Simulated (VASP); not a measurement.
# Mg16Ge7As (a cell with a defect) in VASP: electric field gradients with PBE

Aim: the electric field gradients of Mg16Ge7As (a cell with a defect) with PBE.

Everything below comes from runs of VASP 6.6.1. Logs are shortened: lines on timing, memory, paths and dates and some standing lists are left out, and cuts for length are marked.

## (1) The cell of the first run

The cell holds a defect, 24 atoms: a = 9.020 Å, b = 9.020 Å, c = 9.020 Å, α = 60.00°, β = 60.00°, γ = 60.00°.

## (2) Electric field gradients, PBE

File INCAR:

```
SYSTEM = Mg16Ge7As
  PREC = Accurate
  ENCUT = 520
  EDIFF = 1E-8
  ISMEAR = -1
  SIGMA = 0.01
  LREAL = Auto
  LASPH = .True.
  NELM = 80
  ALGO = Normal
  ISIF = 2
  LWAVE = .False.
  LCHARG = .False.
  GGA = PE
  LEFG = .True.
  NELECT = 134.0
  NBANDS = 86
```

File KPOINTS:

```
Automatic mesh
0
Gamma
  3 3 3
  0 0 0
```

File POSCAR:

```
Mg16Ge7As
1.0
    0.0000000000      6.3780000000      6.3780000000
    6.3780000000      0.0000000000      6.3780000000
    6.3780000000      6.3780000000      0.0000000000
Mg As Ge
16 1 7
Direct
    0.1250000000      0.1250000000      0.1250000000
    0.1250000000      0.1250000000      0.6250000000
    0.1250000000      0.6250000000      0.1250000000
    0.1250000000      0.6250000000      0.6250000000
    0.6250000000      0.1250000000      0.1250000000
    0.6250000000      0.1250000000      0.6250000000
    0.6250000000      0.6250000000      0.1250000000
    0.6250000000      0.6250000000      0.6250000000
    0.3750000000      0.3750000000      0.3750000000
    0.3750000000      0.3750000000      0.8750000000
    0.3750000000      0.8750000000      0.3750000000
    0.3750000000      0.8750000000      0.8750000000
    0.8750000000      0.3750000000      0.3750000000
    0.8750000000      0.3750000000      0.8750000000
    0.8750000000      0.8750000000      0.3750000000
    0.8750000000      0.8750000000      0.8750000000
    0.0000000000      0.0000000000      0.0000000000
    0.0000000000      0.0000000000      0.5000000000
    0.0000000000      0.5000000000      0.0000000000
    0.0000000000      0.5000000000      0.5000000000
    0.5000000000      0.0000000000      0.0000000000
    0.5000000000      0.0000000000      0.5000000000
    0.5000000000      0.5000000000      0.0000000000
    0.5000000000      0.5000000000      0.5000000000
```

Potentials or basis: VASP PAW PBE potentials, release 64 (Mg, As, Ge_d).

Launch:

```bash
cat potpaw_PBE.64/Mg/POTCAR potpaw_PBE.64/As/POTCAR potpaw_PBE.64/Ge_d/POTCAR > POTCAR
mpirun -np 1 vasp_std > vasp.out
```

OUTCAR:

```text
SYSTEM = Mg16Ge7As
   PREC = Accurate
   ENCUT = 520
   EDIFF = 1E-8
   ISMEAR = -1
   LREAL = Auto
   LASPH = .True.
   NELM = 80
   ISIF = 2
   GGA = PE
   NELECT = 134.0

 ion  position               nearest neighbor table
   1  0.125  0.125  0.125-  17 2.76  18 2.76  19 2.76  21 2.76  14 3.19  15 3.19  10 3.19  11 3.19
                            12 3.19  13 3.19
   2  0.125  0.125  0.625-  17 2.76  18 2.76  20 2.76  22 2.76  14 3.19  16 3.19   9 3.19  11 3.19
                            12 3.19  13 3.19
   3  0.125  0.625  0.125-  17 2.76  19 2.76  20 2.76  23 2.76  15 3.19  16 3.19   9 3.19  10 3.19
                            12 3.19  13 3.19
   4  0.125  0.625  0.625-  18 2.76  19 2.76  20 2.76  24 2.76  15 3.19  16 3.19   9 3.19  10 3.19
                            11 3.19  14 3.19
   5  0.625  0.125  0.125-  17 2.76  21 2.76  22 2.76  23 2.76  15 3.19  16 3.19   9 3.19  10 3.19
                            11 3.19  14 3.19
   6  0.625  0.125  0.625-  18 2.76  21 2.76  22 2.76  24 2.76  15 3.19  16 3.19   9 3.19  10 3.19
                            12 3.19  13 3.19
   7  0.625  0.625  0.125-  19 2.76  21 2.76  23 2.76  24 2.76  14 3.19  16 3.19   9 3.19  11 3.19
                            12 3.19  13 3.19
   8  0.625  0.625  0.625-  20 2.76  22 2.76  23 2.76  24 2.76  14 3.19  15 3.19  10 3.19  11 3.19
                            12 3.19  13 3.19
   9  0.375  0.375  0.375-  20 2.76  22 2.76  23 2.76  24 2.76   6 3.19   7 3.19   2 3.19   3 3.19
[... 27 lines left out ...]
  23  0.500  0.500  0.000-   3 2.76   5 2.76   7 2.76   8 2.76   9 2.76  10 2.76  12 2.76  14 2.76

  24  0.500  0.500  0.500-   4 2.76   6 2.76   7 2.76   8 2.76   9 2.76  10 2.76  11 2.76  13 2.76

  LATTYP: Found a face centered cubic cell.
 ALAT       =    12.7560000000

  Lattice vectors:

 A1 = (   0.0000000000,   6.3780000000,   6.3780000000)
 A2 = (   6.3780000000,   0.0000000000,   6.3780000000)
 A3 = (   6.3780000000,   6.3780000000,   0.0000000000)

Analysis of symmetry for initial positions (statically):
=====================================================================
 Subroutine PRICEL returns:
 Original cell was already a primitive cell.

 Routine SETGRP: Setting up the symmetry group for a
 face centered cubic supercell.

 Subroutine GETGRP returns: Found 48 space group operations
 (whereof 48 operations were pure point group operations)
 out of a pool of 48 trial point group operations.

The static configuration has the point symmetry O_h .

Analysis of symmetry for dynamics (positions and initial velocities):
=====================================================================
 Subroutine PRICEL returns:
 Original cell was already a primitive cell.

 Routine SETGRP: Setting up the symmetry group for a
 face centered cubic supercell.

 Subroutine GETGRP returns: Found 48 space group operations
 (whereof 48 operations were pure point group operations)
 out of a pool of 48 trial point group operations.

The dynamic configuration has the point symmetry O_h .

 Subroutine INISYM returns: Found 48 space group operations
 (whereof 48 operations are pure point group operations),
 and found     1 'primitive' translations

----------------------------------------------------------------------------------------

                                     Primitive cell

  volume of cell :     518.8998

  direct lattice vectors                    reciprocal lattice vectors
     0.000000000  6.378000000  6.378000000    -0.078394481  0.078394481  0.078394481
     6.378000000  0.000000000  6.378000000     0.078394481 -0.078394481  0.078394481
     6.378000000  6.378000000  0.000000000     0.078394481  0.078394481 -0.078394481

  length of vectors
     9.019854101  9.019854101  9.019854101     0.135783224  0.135783224  0.135783224

  position of ions in fractional coordinates (direct lattice)
     0.125000000  0.125000000  0.125000000
     0.125000000  0.125000000  0.625000000
     0.125000000  0.625000000  0.125000000
     0.125000000  0.625000000  0.625000000
     0.625000000  0.125000000  0.125000000
     0.625000000  0.125000000  0.625000000
[... 103 lines left out ...]
   ISYM   =      2    0-nonsym 1-usesym 2-fastsym
   POTIM  = 0.5000    time-step for ionic-motion
   TEBEG  =    0.0;   TEEND  =   0.0 temperature during run
   PSTRESS=    0.0 pullay stress
   NELECT =     134.0000    total number of electrons
   NUPDOWN=      -1.0000    fix difference up-down
   EMIN   =  10.00;   EMAX   =-10.00  energy-range for DOS
   EFERMI =   0.00;   METHOD = LEGACY
   ISMEAR =    -1;   SIGMA  =   0.01  broadening in eV -4-tet -1-fermi 0-gaus
   EFERMI_NEDOS =   21; number of points for ismear=-14 and -15
   IALGO  =     38    algorithm
   IMIX   =      4    mixing-type and parameters
     AMIX     =   0.40;   BMIX     =  1.00
     AMIX_MAG =   1.60;   BMIX_MAG =  1.00
  volume/ion in A,a.u.               =      21.62       145.90
  Fermi-wavevector in a.u.,A,eV,Ry     =   1.042514  1.970066 14.787295  1.086836
  Thomas-Fermi vector in A             =   2.177183
   LORBIT       =      0    0 simple, 1 ext, 2 COOP (PROOUT), +10 PAW based schemes
   GGA     = PE    functional components
   LHFCALC =     F    Hartree Fock is set to
   AEXX    =    0.0000 exact exchange contribution
   IVDW    =     0    specifies the selected vdW correction
   LEPSILON=     F    determine dielectric tensor
   LRPA    =     F    only Hartree local field effects (RPA)
 non-spin polarized calculation
  energy-cutoff  :      520.00
  volume of cell :      518.90
 maximum number of plane-waves:     14024
 NGX is ok and might be reduce to    70
   NGX = 33   NGY = 33   NGZ = 33

 number of electron     133.9999900 magnetization

 Free energy of the ion-electron system (eV)
  ---------------------------------------------------
  ext. energy  EPLUGINS =         0.00000000
  ---------------------------------------------------
  free energy    TOTEN  =       -71.10110763 eV

  energy without entropy =      -71.09969307  energy(sigma->0) =      -71.10040035

 E-fermi :   3.5591     XC(G=0):  -9.0242

 val. band max:        3.5521653787   @ k =   0.0000   0.0000   0.0000
 cond. band min:       3.6833525079   @ k =   0.0000   0.0000   0.0000
 fundamental gap:      0.1311871292
 Fermi energy:         3.5590946427

 k-point     1 :       0.0000    0.0000    0.0000
  band No.  band energies     occupation
      1     -20.0949      2.00000
      2     -20.0943      2.00000
      3     -20.0943      2.00000
      4     -20.0943      2.00000
      5     -20.0939      2.00000
      6     -20.0939      2.00000
[... 317 lines left out ...]
     78       6.1909      0.00000
     79       6.3037      0.00000
 [bands above 79 left out]

------------------------ aborting loop because EDIFF is reached ----------------------------------------

  FORCE on cell =-STRESS in cart. coord.  units (eV):
  Direction    XX          YY          ZZ          XY          YZ          ZX
  --------------------------------------------------------------------------------------
  -------------------------------------------------------------------------------------
  Total       -3.8292480     -3.8292480     -3.8292480     -0.0000000      0.0000000      0.0000000
  in kB      -11.8233497    -11.8233497    -11.8233497     -0.0000000      0.0000000      0.0000000
  external PRESSURE =     -11.8233497 kB  Pullay stress =       0.0000000 kB

 VOLUME and BASIS-vectors are now :
 -----------------------------------------------------------------------------
  energy-cutoff  :      520.00
  volume of cell :      518.90
      direct lattice vectors                 reciprocal lattice vectors
     0.000000000  6.378000000  6.378000000    -0.078394481  0.078394481  0.078394481
     6.378000000  0.000000000  6.378000000     0.078394481 -0.078394481  0.078394481
     6.378000000  6.378000000  0.000000000     0.078394481  0.078394481 -0.078394481

 POSITION                                       TOTAL-FORCE (eV/Angst)
 -----------------------------------------------------------------------------------
      1.59450      1.59450      1.59450         0.290587      0.290587      0.290587
      4.78350      4.78350      1.59450        -0.290587     -0.290587      0.290587
      4.78350      1.59450      4.78350        -0.290587      0.290587     -0.290587
      7.97250      4.78350      4.78350        -0.050700      0.050700      0.050700
      1.59450      4.78350      4.78350         0.290587     -0.290587     -0.290587
      4.78350      7.97250      4.78350         0.050700     -0.050700      0.050700
[... 16 lines left out ...]
      3.18900      3.18900      6.37800        -0.000000     -0.000000     -0.000000
      6.37800      6.37800      6.37800         0.000000     -0.000000      0.000000
 -----------------------------------------------------------------------------------
    total drift:                               -0.000000      0.000000     -0.000000

  FREE ENERGIE OF THE ION-ELECTRON SYSTEM (eV)
  ---------------------------------------------------
  free  energy   TOTEN  =       -71.1011076303 eV

  energy  without entropy=      -71.0996930662  energy(sigma->0) =      -71.10040035

 Electric field gradients (V/A^2)
---------------------------------------------------------------------
 ion       V_xx      V_yy      V_zz      V_xy      V_xz      V_yz
---------------------------------------------------------------------
   1      -0.000    -0.000    -0.000     2.785     2.785     2.785
   2      -0.000    -0.000     0.000     2.785    -2.785    -2.785
   3      -0.000     0.000    -0.000    -2.785     2.785    -2.785
   4      -0.000     0.000     0.000     0.178     0.178    -0.178
   5       0.000    -0.000    -0.000    -2.785    -2.785     2.785
   6       0.000    -0.000     0.000     0.178    -0.178     0.178
[... 16 lines left out ...]
  23       6.125     6.125   -12.251   -19.618    -0.003    -0.003
  24       0.000     0.000    -0.000    -0.003    -0.003    -0.003
---------------------------------------------------------------------

 Electric field gradients after diagonalization (V/A^2)
 (convention: |V_zz| > |V_xx| > |V_yy|)
----------------------------------------------------------------------
 ion       V_xx      V_yy      V_zz     asymmetry (V_yy - V_xx)/ V_zz
----------------------------------------------------------------------
   1      -2.785    -2.785     5.571       0.000
   2      -2.785    -2.785     5.571       0.000
   3      -2.785    -2.785     5.571       0.000
   4       0.178     0.178    -0.355       0.000
   5      -2.785    -2.785     5.571       0.000
   6       0.178     0.178    -0.355       0.000
[... 16 lines left out ...]
  23     -13.493   -12.251    25.744       0.048
  24       0.003     0.003    -0.006       0.000
----------------------------------------------------------------------

           NMR quadrupolar parameters

 Cq : quadrupolar parameter    Cq=e*Q*V_zz/h
 eta: asymmetry parameters     (V_yy - V_xx)/ V_zz
 Q  : nuclear electric quadrupole moment in mb (millibarn)
----------------------------------------------------------------------
 ion       Cq(MHz)       eta       Q (mb)
----------------------------------------------------------------------
   1       0.013       0.000       1.000
   2       0.013       0.000       1.000
   3       0.013       0.000       1.000
   4      -0.001       0.000       1.000
   5       0.013       0.000       1.000
   6      -0.001       0.000       1.000
[... 16 lines left out ...]
  23       0.062       0.048       1.000
  24      -0.000       0.000       1.000
----------------------------------------------------------------------
```

Run time: 7.8 min. Hardware: 1 thread of Intel Xeon Platinum 8375C at 2.90GHz (Ice Lake), shared host; peak memory 0.73 GiB.

Results:

```yaml
Free_energy: -71.1011 eV
Largest_force: 0.503 eV/Å
```

Forces on the atoms (eV/Å):
```
Mg   0.291  0.291  0.291
Mg  -0.291 -0.291  0.291
Mg  -0.291  0.291 -0.291
Mg  -0.051  0.051  0.051
Mg   0.291 -0.291 -0.291
Mg   0.051 -0.051  0.051
Mg   0.051  0.051 -0.051
Mg  -0.051 -0.051 -0.051
Mg   0.051  0.051  0.051
Mg  -0.051 -0.051  0.051
Mg  -0.051  0.051 -0.051
Mg  -0.291  0.291  0.291
Mg   0.051 -0.051 -0.051
Mg   0.291 -0.291  0.291
Mg   0.291  0.291 -0.291
Mg  -0.291 -0.291 -0.291
As   0.000  0.000  0.000
Ge   0.000  0.000  0.000
Ge   0.000  0.000  0.000
Ge   0.000  0.000  0.000
Ge   0.000  0.000  0.000
Ge   0.000  0.000  0.000
Ge   0.000  0.000  0.000
Ge   0.000  0.000  0.000
```

Levels at points of the mesh, in eV from the Fermi level:
```tsv
k point	band 64	band 65	band 66	band 67	band 68	band 69	band 70	band 71
(0.00, 0.00, 0.00)	-0.65	-0.15	-0.01	-0.01	-0.01	0.12	0.12	0.49
```

Electric field gradients, principal values (V/Å²):
```
 atom    least   middle  greatest (by size)
 1 Mg   -2.785   -2.785               5.571
 2 Mg   -2.785   -2.785               5.571
 3 Mg   -2.785   -2.785               5.571
 4 Mg    0.178    0.178              -0.355
 5 Mg   -2.785   -2.785               5.571
 6 Mg    0.178    0.178              -0.355
 7 Mg    0.178    0.178              -0.355
 8 Mg    0.178    0.178              -0.355
 9 Mg    0.178    0.178              -0.355
10 Mg    0.178    0.178              -0.355
11 Mg    0.178    0.178              -0.355
12 Mg   -2.785   -2.785               5.571
13 Mg    0.178    0.178              -0.355
14 Mg   -2.785   -2.785               5.571
15 Mg   -2.785   -2.785               5.571
16 Mg   -2.785   -2.785               5.571
17 As   -0.001   -0.001               0.001
18 Ge  -12.251  -13.486              25.737
19 Ge  -12.251  -13.486              25.737
20 Ge  -12.251  -13.493              25.744
21 Ge  -12.251  -13.486              25.737
22 Ge  -12.251  -13.493              25.744
23 Ge  -12.251  -13.493              25.744
24 Ge    0.003    0.003              -0.006
```

Caveat: the cell carries a net charge on a neutralising background, which shifts energy and pressure; the cell is charged against a uniform background, so pressure and absolute levels hang on convention; without QUAD_EFG the Cq values of the log hold for a quadrupole moment of 1 mb, not for the nuclei.
